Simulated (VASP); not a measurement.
Wanted: the native input for a VASP 6.6.1 run.

- Task: single point
- Functional: PBE
- Dispersion: D3(BJ)
- Potentials or basis: VASP PAW PBE potentials, release 64 (Hf_pv, Se, S)
- Cutoff: 520 eV
- k mesh: 1 × 1 × 1, shifted
- Occupations: fermi-dirac, width 0.1896 eV
- Spin: no spin polarisation
- Dipole correction: no
- Further INCAR settings: LREAL = Auto; ALGO = Normal; EDIFF = 1e-07; NBANDS = 70; ISYM = 0

The structure of Hf2Se3S3 lies in POSCAR:

```
Hf2Se3S3
1.0
    7.3673110000     -0.0439010000     -0.0180960000
   -0.0439010000      7.5102110000     -0.0415870000
   -0.0180960000     -0.0415870000      7.3739650000
Hf Se S
4 6 6
Direct
    0.0737494713      0.6404251467      0.9811553121
    0.5349007077      0.7339388845      0.5085773908
    0.4166964554      0.8938203687      0.0355200827
    0.8825829291      0.2131481947      0.2075322319
    0.6730294245      0.0885823631      0.9245815535
    0.2542037859      0.3799216979      0.1898986333
    0.6440846302     -0.0145933218      0.3284948414
    0.8128297105      0.6867523174      0.7361380119
    0.5308384269      0.4024348821      0.5823103461
   -0.0481607372      0.1568281163      0.5343147810
    0.1604790204      0.7821732166      0.2907087660
    0.3430946942      0.8360471002      0.7395563082
    0.4969210333      0.5727737745      0.0583252329
    0.1681641849      0.3964146839      0.6540588132
    0.8501888706      0.5200893673      0.2016674848
    0.1361699496      0.0905965363      1.0650469279
```

One way to write it, as run:

INCAR

```
SYSTEM = Hf2Se3S3
ALGO = Normal
EDIFF = 1E-7
ENCUT = 520
GGA = PE
ISIF = 2
ISMEAR = -1
ISYM = 0
IVDW = 12
LASPH = .True.
LCHARG = .False.
LREAL = Auto
LWAVE = .False.
NBANDS = 70
NELM = 60
PREC = Accurate
SIGMA = 0.1896
```

KPOINTS

```
Automatic mesh
0
Gamma
  1 1 1
  0.25 0.25 0.25
```

Potentials or basis: VASP PAW PBE potentials, release 64 (Hf_pv, Se, S).

Command:

```sh
$ cat potpaw_PBE.64/Hf_pv/POTCAR potpaw_PBE.64/Se/POTCAR potpaw_PBE.64/S/POTCAR > POTCAR
$ mpirun -np 1 vasp_std > vasp.out
```

It gave:

```json
{
  "Pressure": "-1.1 GPa",
  "Largest force": "2.537 eV/Å",
  "Band gap on the k mesh": "0.29 eV",
  "Dispersion energy per atom": "-0.313 eV"
}
```

Caveat: the k points lie up to 0.85 Å⁻¹ apart; spin-orbit coupling is left out, which moves the levels of the heavy elements.

Wall time 43 s on 1 thread of Intel(R) Xeon(R) 6975P-C (Granite Rapids) (shared host), peak memory 0.4 GiB.
